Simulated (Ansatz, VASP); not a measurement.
# ZnSe in VASP and in Ansatz

INCAR

```
SYSTEM = ZnSe
PREC     = Accurate       ! precision mode
ENCUT    = 500            ! plane-wave cutoff, eV
EDIFF    = 1E-6           ! SCF threshold, eV
ISMEAR   = -4             ! smearing method
SIGMA    = 0.02           ! smearing width, eV
LREAL    = .False.        ! projectors in reciprocal space
LASPH    = .True.         ! aspherical terms in the spheres
NELM     = 120            ! most SCF steps
ALGO     = Normal         ! electronic algorithm
ISIF     = 2              ! what is computed and relaxed
LWAVE    = .False.        ! write WAVECAR
LCHARG   = .True.         ! write CHGCAR
GGA      = PS             ! functional
LELF     = .True.         ! ELF
LVHAR    = .True.       
NBANDS   = 16             ! bands
GGA_COMPAT= .False.
```

KPOINTS

```
Automatic mesh
0
Gamma
  8 8 8
  0 0 0
```

File POSCAR:

```
ZnSe
1.0
    0.0000000000      2.8166236567      2.8166236567
    2.8166236567      0.0000000000      2.8166236567
    2.8166236567      2.8166236567      0.0000000000
Zn Se
1 1
Direct
    0.0000000000      0.0000000000      0.0000000000
    0.7500000000      0.7500000000      0.7500000000
```

Input for Ansatz:

```yaml
crystal:
  lattice:
    - [0.0, 2.8166236567, 2.8166236567]
    - [2.8166236567, 0.0, 2.8166236567]
    - [2.8166236567, 2.8166236567, 0.0]
  atoms:
    - { symbol: Zn, position: [0.0, 0.0, 0.0] }
    - { symbol: Se, position: [0.75, 0.75, 0.75] }
basis:
  ecutwfc: 420
kpoints:
  mp_grid: { grid: [8, 8, 8] }
hamiltonian:
  xc: pbesol
scf:
  occupations: { method: tetrahedron_uncorrected }
  lower_state_search: standard
output:
  forces: true
  eigenvalues: true
  stress: true
```

Alike in both runs: task single point; functional PBEsol; k mesh 8 × 8 × 8; no spin polarisation.

|  | VASP | Ansatz |
| --- | --- | --- |
| version | VASP 6.6.1 | Ansatz 0.2.0 |
| potentials or method | VASP PAW PBE potentials, release 64 (Zn, Se), cutoff 500 eV | scalar-relativistic, plane waves, PAW |
| occupations | tetrahedron | tetrahedron-uncorrected |
| valence electrons in the cell | 18 | 28 |

|  | VASP | Ansatz | Ansatz less VASP |
| --- | --- | --- | --- |
| gap on the k mesh at the Fermi level (eV) | 1.24 | 1.24 | -0.004 |
| pressure (GPa) | 0.3 | 0.0 | -0.26 |

VASP's potentials were made for PBE, not for PBEsol. VASP's potentials hold 18 valence electrons a cell and Ansatz's 28, so a difference there can come from the potentials and not from the codes. Ansatz's warnings: band table not solved further.
